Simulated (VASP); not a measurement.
Al2Cu:

```xyz
3
Lattice="-1.9889 1.9889 2.7929 1.9889 -1.9889 2.7929 1.9889 1.9889 -2.7929" Properties=species:S:1:pos:R:3 pbc="T T T"
Cu    0.0000    0.0000    2.7929
Al    1.9889    0.0000    1.3964
Al    0.0000    1.9889    1.3964
```

Base run:

- Program: VASP 6.6.1
- Functional: PBE
- Potentials or basis: VASP PAW PBE potentials, release 64 (Cu, Al)
- Cutoff: 520 eV
- k mesh: 9 × 9 × 9
- Occupations: fermi-dirac, width 0.05 eV
- Spin: no spin polarisation

Its results: pressure 10.8 GPa.

Problem. The run is repeated on the same cell with these changes: functional from PBE to r2SCAN. What comes out?

Solution. Pressure 7.7 GPa.

Caveats: the PAW data sets were made with another functional, which shifts forces and pressure a little (some runs).
